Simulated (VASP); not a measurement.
A run of VASP 6.6.1 is set up as follows.

The input INCAR:

```
ALGO = Fast
EDIFF = 1E-6
ENCUT = 520
GGA = PS
ISIF = 2
ISMEAR = 0
LASPH = T
LCHARG = F
LREAL = F
LWAVE = F
NBANDS = 10
NELM = 80
PREC = Accurate
SIGMA = 0.15
```

The input KPOINTS:

```
k-points
0
Gamma
  18 18 10
```

POSCAR

```
Al
1.0
    2.8496988417      0.0000000000      0.0000000000
   -1.4248494208      2.4679115900      0.0000000000
    0.0000000000      0.0000000000      4.7125000000
Al
2
Direct
    0.6666666667      0.3333333333      0.7500000000
    0.3333333333      0.6666666667      0.2500000000
```

Potentials or basis: VASP PAW PBE potentials, release 64 (Al).

The run is started by

```bash
$ cat potpaw_PBE.64/Al/POTCAR > POTCAR
$ mpirun -np 1 vasp_std > vasp.out
```

(1) Estimate the band gap on the k mesh.

(2) What does it give for the pressure?

Results:

(1) zero (band 3 reaches 11.94 eV, above the bottom of band 4 at 4.72 eV).

(2) -1.1 GPa.

Caveat: the PAW data sets were made with another functional, which shifts forces and pressure a little.
